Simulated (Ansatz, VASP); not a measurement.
## One calculation of SnTe, two programs

```xyz
2
Lattice="0.0000 3.2486 3.2486 3.2486 0.0000 3.2486 3.2486 3.2486 0.0000" Properties=species:S:1:pos:R:3 pbc="T T T"
Sn    0.0000    0.0000    0.0000
Te    3.2486    3.2486    3.2486
```

Alike in both runs: functional r2SCAN; k mesh 9 × 9 × 9; occupations fermi-dirac, width 0.1 eV; no spin polarisation.

Ansatz relaxed the structure, and its values are those at the end. VASP's run is a single point on that final structure, the one shown.

|  | VASP | Ansatz |
| --- | --- | --- |
| version | VASP 6.6.1 | Ansatz 0.2.0 |
| potentials or method | VASP PAW PBE potentials, release 64 (Sn_d, Te), cutoff 520 eV | PAW plane waves |
| valence electrons in the cell | 20 | 30 |

```tsv
	VASP	Ansatz	Ansatz less VASP
pressure (GPa)	-2.3	-2.3	+0.04
```

VASP's potentials were made for PBE, not for r2SCAN. With one functional, cell and mesh, what is left measures potentials, basis and numerics. VASP's potentials hold 20 valence electrons a cell and Ansatz's 30, so a difference there can come from the potentials and not from the codes. Ansatz's warnings: stress scf threshold loose.

Spin-orbit coupling is off throughout.
